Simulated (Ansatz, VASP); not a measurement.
## O: VASP beside Ansatz

```
O
1.0
     1.41859    0.81902    3.39690
    -1.41859    0.81902    3.39690
     0.00000   -1.63805    3.39690
O
2
Direct
  0.05770 0.05770 0.05770
  0.94230 0.94230 0.94230
```

Change from the starting cell: volume scaled by 0.99, PAW files.

Alike in both runs: task electric field gradients; functional PBEsol; k mesh 10 × 10 × 10; occupations fermi-dirac, width 0.02 eV; no spin polarisation.

|  | VASP | Ansatz |
| --- | --- | --- |
| version | VASP 6.6.1 | Ansatz 0.2.0 |
| potentials or method | VASP PAW PBE potentials, release 64 (O) | PAW with Ansatz's default frozen-core files, scalar-relativistic |
| plane-wave cutoff (eV) | 520 | 420 |
| valence electrons in the cell | 12 | 12 |

Ansatz gave:

- pressure (GPa): 2.5
- traceless stress, the component that is largest in VASP (GPa): 22.11
- rms of the force components (eV/Å): 1.398
- size of Vzz on the site where it differs most (V/Å²): 113.8

Q: Which values does VASP return?

A: Pressure (GPa): 7.1; traceless stress, the component that is largest in VASP (GPa): 32.13; rms of the force components (eV/Å): 2.507; size of Vzz on the site where it differs most (V/Å²): 114.7.

VASP's potentials were made for PBE, not for PBEsol. Atom by atom the forces differ by 1.109 eV/Å (rms over components).

Noted on VASP's run: the standard files for N, O and F lose accuracy on very short bonds; spin is off for a triplet molecule.
